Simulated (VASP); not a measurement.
# MgS: single point with PBEsol

MgS:

```
CELL_PARAMETERS angstrom
0.00000 2.39352 2.39352
2.39352 0.00000 2.39352
2.39352 2.39352 0.00000
ATOMIC_POSITIONS crystal
Mg 0.00000 0.00000 0.00000
S 0.50000 0.50000 0.50000
```

This cell differs from its parent crystal: strain -0.080 along x and y, -0.080 along z.

```
Program                : VASP 6.6.1
Task                   : single point
Functional             : PBEsol
Potentials or basis    : VASP PAW PBE potentials, release 64 (Mg, S)
Cutoff                 : 600 eV
k mesh                 : 8 × 8 × 8
Occupations            : gaussian, width 0.05 eV
Spin                   : no spin polarisation
Dipole correction      : no
Further INCAR settings : ALGO = Normal; EDIFF = 1e-06; NBANDS = 11
```

```json
{
  "Pressure": "30.2 GPa",
  "Band gap on the k mesh": "3.18 eV, indirect (least direct gap 5.54 eV)"
}
```

Levels at points of the mesh, in eV from the valence-band top:
| k point | band 1 | band 2 | band 3 | band 4 | band 5 | band 6 | band 7 | band 8 |
| --- | --- | --- | --- | --- | --- | --- | --- | --- |
| (0.00, 0.00, 0.00) | -14.39 | 0.00 | 0.00 | 0.00 | 5.89 | 7.54 | 7.54 | 7.54 |
| (0.50, 0.00, 0.00) | -12.31 | -6.43 | -0.96 | -0.96 | 4.70 | 7.02 | 7.02 | 12.40 |
| (0.50, 0.50, 0.00) | -11.70 | -5.76 | -2.36 | -2.36 | 3.18 | 3.27 | 13.49 | 14.53 |

Wall time 5.4 s on 1 thread of Intel(R) Xeon(R) 6975P-C (Granite Rapids) (shared host), peak memory 0.15 GiB.

Caveat: the cell differs from its parent crystal (strain -0.080 along x and y, -0.080 along z); the PAW data sets were made with another functional, which shifts forces and pressure a little. A k mesh can miss the band edges.
